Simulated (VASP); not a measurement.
# HCl in VASP: further runs, part 2 of 2

VASP 6.6.1. Earlier steps stand in the parts before.

**3. Single point, PBE+D3(BJ)**

Contents of INCAR:

```
SYSTEM = HCl
  ALGO = Normal
  EDIFF = 1E-7
  ENCUT = 520
  GGA = PE
  ISIF = 2
  ISMEAR = -1
  IVDW = 12
  LASPH = .TRUE.
  LCHARG = .FALSE.
  LREAL = Auto
  LWAVE = .FALSE.
  NBANDS = 56
  NELM = 60
  PREC = Accurate
  SIGMA = 0.05
```

Contents of KPOINTS:

```
k-points
0
G
  1 1 1
  0 0 0
```

Contents of POSCAR:

```
HCl
1.0
    7.7138450000      0.0000000000      0.0000000000
    0.0000000000      7.7138450000      0.0000000000
    0.0000000000      0.0000000000      7.7138450000
Cl H
10 10
Direct
    0.3826496384      0.9776965962      0.7587137154
    0.7195374032      0.9671700689      0.4019007382
    0.3711378696      0.2620612678      0.2012096432
    0.1635500843      0.8057719594      0.3463123773
    0.8396720442      0.7390737045      0.7372458223
    0.9574861823      0.3357728863      0.4530684762
    0.4871500529      0.4972617417      0.6359733700
    0.1994465795      0.6006732051      0.9681293829
    0.7190058914      0.5301636214      0.1480195674
    0.9713184540      0.1236996595      1.0076297877
    0.2575369352      0.9990089249      0.8696181995
    0.8460761138      1.0816136440      0.4141773655
    0.2845273661      0.3718768007      0.0917959850
    0.1829567485      0.7589989169      0.5098754253
    0.8240637451      0.8775908772      0.6303471226
    0.8770593653      0.4232389943      0.3304836952
    0.3280205915      0.4580595021      0.6004787496
    0.3212146472      0.6648435378      0.8646531010
    0.5967192755      0.4049212812      0.1959334158
    0.9121132198      0.0009593141      0.9237805530
```

Potentials or basis: VASP PAW PBE potentials, release 64 (Cl, H).

Command:

```sh
$ cat potpaw_PBE.64/Cl/POTCAR potpaw_PBE.64/H/POTCAR > POTCAR
$ mpirun -np 1 vasp_gam > vasp.out
```

OUTCAR:

```text
SYSTEM = HCl
   EDIFF = 1E-7
   ENCUT = 520
   GGA = PE
   ISIF = 2
   ISMEAR = -1
   IVDW = 12
   LASPH = .TRUE.
   LREAL = Auto
   NELM = 60
   PREC = Accurate
 IVDW          = 12

 ion  position               nearest neighbor table
   1  0.383  0.978  0.759-  11 1.30
   2  0.720  0.967  0.402-  12 1.32
   3  0.371  0.262  0.201-  13 1.37
   4  0.164  0.806  0.346-  14 1.32
   5  0.840  0.739  0.737-  15 1.36
   6  0.957  0.336  0.453-  16 1.32
[... 12 lines left out ...]
  19  0.597  0.405  0.196-   9 1.40
  20  0.912  0.001  0.924-  10 1.23

  LATTYP: Found a simple cubic cell.
 ALAT       =     7.7138450000

  Lattice vectors:

 A1 = (   7.7138450000,   0.0000000000,   0.0000000000)
 A2 = (   0.0000000000,   7.7138450000,   0.0000000000)
 A3 = (   0.0000000000,   0.0000000000,   7.7138450000)

Analysis of symmetry for initial positions (statically):
=====================================================================
 Subroutine PRICEL returns:
 Original cell was already a primitive cell.

 Routine SETGRP: Setting up the symmetry group for a
 simple cubic supercell.

 Subroutine GETGRP returns: Found  1 space group operations
 (whereof  1 operations were pure point group operations)
 out of a pool of 48 trial point group operations.

The static configuration has the point symmetry C_1 .

Analysis of symmetry for dynamics (positions and initial velocities):
=====================================================================
 Subroutine PRICEL returns:
 Original cell was already a primitive cell.

 Routine SETGRP: Setting up the symmetry group for a
 simple cubic supercell.

 Subroutine GETGRP returns: Found  1 space group operations
 (whereof  1 operations were pure point group operations)
 out of a pool of 48 trial point group operations.

The dynamic configuration has the point symmetry C_1 .

 Subroutine INISYM returns: Found  1 space group operations
 (whereof  1 operations are pure point group operations),
 and found     1 'primitive' translations

----------------------------------------------------------------------------------------

                                     Primitive cell

  volume of cell :     459.0000

  direct lattice vectors                    reciprocal lattice vectors
     7.713845000  0.000000000  0.000000000     0.129637036  0.000000000  0.000000000
     0.000000000  7.713845000  0.000000000     0.000000000  0.129637036  0.000000000
     0.000000000  0.000000000  7.713845000     0.000000000  0.000000000  0.129637036

  length of vectors
     7.713845000  7.713845000  7.713845000     0.129637036  0.129637036  0.129637036

  position of ions in fractional coordinates (direct lattice)
     0.382649638  0.977696596  0.758713715
     0.719537403  0.967170069  0.401900738
     0.371137870  0.262061268  0.201209643
     0.163550084  0.805771959  0.346312377
     0.839672044  0.739073705  0.737245822
     0.957486182  0.335772886  0.453068476
[... 12 lines left out ...]
     0.596719275  0.404921281  0.195933416
     0.912113220  0.000959314  0.923780553

  ion indices of the primitive-cell ions
   primitive index   ion index
                 1           1
                 2           2
                 3           3
                 4           4
                 5           5
                 6           6
[... 12 lines left out ...]
                19          19
                20          20

----------------------------------------------------------------------------------------

 KPOINTS: k-points

Automatic generation of k-mesh.
 Grid dimensions read from file:
 generate k-points for:    1    1    1

 Generating k-lattice:

  Cartesian coordinates                     Fractional coordinates (reciprocal lattice)
     0.129637036  0.000000000  0.000000000     1.000000000  0.000000000  0.000000000
     0.000000000  0.129637036  0.000000000     0.000000000  1.000000000  0.000000000
     0.000000000  0.000000000  0.129637036     0.000000000  0.000000000  1.000000000

  Length of vectors
     0.129637036  0.129637036  0.129637036

  Shift w.r.t. Gamma in fractional coordinates (k-lattice)
     0.000000000  0.000000000  0.000000000

 Subroutine IBZKPT returns following result:
 ===========================================

 Found      1 irreducible k-points:

 Following reciprocal coordinates:
            Coordinates               Weight
  0.000000  0.000000  0.000000      1.000000
   k-points           NKPTS =      1   k-points in BZ     NKDIM =      1   number of bands    NBANDS=     56
   number of dos      NEDOS =    301   number of ions     NIONS =     20
   total plane-waves  NPLWV = 216000
   dimension x,y,z NGX =    60 NGY =   60 NGZ =   60
   dimension x,y,z NGXF=   120 NGYF=  120 NGZF=  120
   ions per type =              10  10
   NGX,Y,Z   is equivalent  to a cutoff of  12.93, 12.93, 12.93 a.u.
   NGXF,Y,Z  is equivalent  to a cutoff of  25.86, 25.86, 25.86 a.u.
 SYSTEM =  HCl
   PREC   = accura    normal or accurate (medium, high low for compatibility)
   ISTART =      0    job   : 0-new  1-cont  2-samecut
   ICHARG =      2    charge: 1-file 2-atom 10-const
   ISPIN  =      1    spin polarized calculation?
   LNONCOLLINEAR =      F non collinear calculations
   LSORBIT =      F    spin-orbit coupling
   LASPH  =      T    aspherical Exc in radial PAW
   ENCUT  =  520.0 eV  38.22 Ry    6.18 a.u.  14.34 14.34 14.34*2*pi/ulx,y,z
   NELM   =     60;   NELMIN=  2; NELMDL= -5     # of ELM steps
   EDIFF  = 0.1E-06   stopping-criterion for ELM
   LREAL  =      T    real-space projection
   EDIFFG = 0.1E-05   stopping-criterion for IOM
   NSW    =      0    number of steps for IOM
   IBRION =     -1    ionic relax: 0-MD 1-quasi-New 2-CG
   NFREE  =      0    steps in history (QN), initial steepest desc. (CG)
   ISIF   =      2    stress and relaxation
   ISYM   =      2    0-nonsym 1-usesym 2-fastsym
   POTIM  = 0.5000    time-step for ionic-motion
   TEBEG  =    0.0;   TEEND  =   0.0 temperature during run
   PSTRESS=    0.0 pullay stress
   NELECT =      80.0000    total number of electrons
   NUPDOWN=      -1.0000    fix difference up-down
   EMIN   =  10.00;   EMAX   =-10.00  energy-range for DOS
   EFERMI =   0.00;   METHOD = LEGACY
   ISMEAR =    -1;   SIGMA  =   0.05  broadening in eV -4-tet -1-fermi 0-gaus
   EFERMI_NEDOS =   21; number of points for ismear=-14 and -15
   IALGO  =     38    algorithm
   IMIX   =      4    mixing-type and parameters
     AMIX     =   0.40;   BMIX     =  1.00
     AMIX_MAG =   1.60;   BMIX_MAG =  1.00
  volume/ion in A,a.u.               =      22.95       154.87
  Fermi-wavevector in a.u.,A,eV,Ry     =   0.914465  1.728089 11.377829  0.836247
  Thomas-Fermi vector in A             =   2.039095
   LORBIT       =      0    0 simple, 1 ext, 2 COOP (PROOUT), +10 PAW based schemes
   GGA     = PE    functional components
   LHFCALC =     F    Hartree Fock is set to
   AEXX    =    0.0000 exact exchange contribution
   IVDW    =    12    specifies the selected vdW correction
   LEPSILON=     F    determine dielectric tensor
   LRPA    =     F    only Hartree local field effects (RPA)
 non-spin polarized calculation
  energy-cutoff  :      520.00
  volume of cell :      459.00
 maximum number of plane-waves:      6147
 NGX is ok and might be reduce to    60
   NGX = 29   NGY = 29   NGZ = 29

 number of electron      79.9999998 magnetization

 Free energy of the ion-electron system (eV)
  ---------------------------------------------------
  ext. energy  EPLUGINS =         0.00000000
  ---------------------------------------------------
  free energy    TOTEN  =       -61.30562828 eV

  energy without entropy =      -61.30562828  energy(sigma->0) =      -61.30562828

 E-fermi :  -1.9312     XC(G=0):  -6.4930

 val. band max:       -3.1876285176   @ k =   0.0000   0.0000   0.0000
 cond. band min:       2.2473313507   @ k =   0.0000   0.0000   0.0000
 fundamental gap:      5.4349598683
 Fermi energy:        -1.9312068528

 k-point     1 :       0.0000    0.0000    0.0000
  band No.  band energies     occupation
      1     -17.3707      2.00000
      2     -17.2173      2.00000
      3     -17.0872      2.00000
      4     -16.9399      2.00000
      5     -16.8950      2.00000
      6     -16.8568      2.00000
[... 44 lines left out ...]
     51       5.5255      0.00000
     52       5.7779      0.00000
 [bands above 52 left out]

------------------------ aborting loop because EDIFF is reached ----------------------------------------

 Edisp (eV)   -1.39726

 E8    (eV) :    -0.4187

  FORCE on cell =-STRESS in cart. coord.  units (eV):
  Direction    XX          YY          ZZ          XY          YZ          ZX
  --------------------------------------------------------------------------------------
  -------------------------------------------------------------------------------------
  Total      -1.27423    -0.47201    -0.23996    -0.40790     2.42599     1.07974
  in kB      -4.44779    -1.64757    -0.83760    -1.42380     8.46812     3.76890
  external pressure =       -2.31 kB  Pullay stress =        0.00 kB

 VOLUME and BASIS-vectors are now :
 -----------------------------------------------------------------------------
  energy-cutoff  :      520.00
  volume of cell :      459.00
      direct lattice vectors                 reciprocal lattice vectors
     7.713845000  0.000000000  0.000000000     0.129637036  0.000000000  0.000000000
     0.000000000  7.713845000  0.000000000     0.000000000  0.129637036  0.000000000
     0.000000000  0.000000000  7.713845000     0.000000000  0.000000000  0.129637036

 POSITION                                       TOTAL-FORCE (eV/Angst)
 -----------------------------------------------------------------------------------
      2.95170      7.54180      5.85260        -0.203904     -0.023610      0.171722
      5.55040      7.46060      3.10020         0.069516      0.288378     -0.113800
      2.86290      2.02150      1.55210        -0.491891      0.525348     -0.645296
      1.26160      6.21560      2.67140         0.145235     -0.273020      0.990925
      6.47710      5.70110      5.68700         0.182540      0.874519     -0.187736
      7.38590      2.59010      3.49490         0.374730     -0.084727      0.349337
[... 12 lines left out ...]
      4.60300      3.12350      1.51140         0.748867      1.036494     -0.553608
      7.03590      0.00740      7.12590        -0.828233     -1.648562     -1.045671
 -----------------------------------------------------------------------------------
    total drift:                                0.000163      0.000544     -0.001783

  FREE ENERGIE OF THE ION-ELECTRON SYSTEM (eV)
  ---------------------------------------------------
  free  energy   TOTEN  =       -62.7028920260 eV

  energy  without entropy=      -62.7028920259  energy(sigma->0) =      -62.70289203
```

Wall time 67 s (1 thread of Intel Xeon Platinum 8259CL at 2.50GHz (Skylake/Cascade Lake), shared host); peak memory 0.42 GiB.

What came out:

```
Free energy                : -62.7029 eV
Pressure                   : -0.2 GPa
Largest force              : 2.121 eV/Å
Dispersion energy per atom : -0.070 eV
```

Forces in eV/Å, atoms in the order of the input:
```
Cl  -0.204 -0.024  0.172
Cl   0.070  0.288 -0.114
Cl  -0.492  0.525 -0.645
Cl   0.145 -0.273  0.991
Cl   0.183  0.875 -0.188
Cl   0.375 -0.085  0.349
Cl  -0.201  0.006 -0.131
Cl   0.317  0.258 -0.431
Cl  -0.902 -0.918  0.403
Cl   0.818  1.467  0.924
H    0.129  0.108 -0.086
H   -0.298  0.037 -0.162
H    0.802 -0.566  0.748
H   -0.116  0.346 -0.867
H   -0.182 -1.031  0.370
H   -0.159  0.092 -0.130
H    0.169 -0.108 -0.046
H   -0.373 -0.386  0.442
H    0.749  1.036 -0.554
H   -0.828 -1.649 -1.046
```

Stress tensor (GPa, compression positive):
```
-0.44 -0.14  0.38
-0.14 -0.16  0.85
 0.38  0.85 -0.08
```

Caveat: the k points lie up to 0.81 Å⁻¹ apart, too coarse for converged energies, forces and pressures; the atoms stand as in a frame of molecular dynamics.
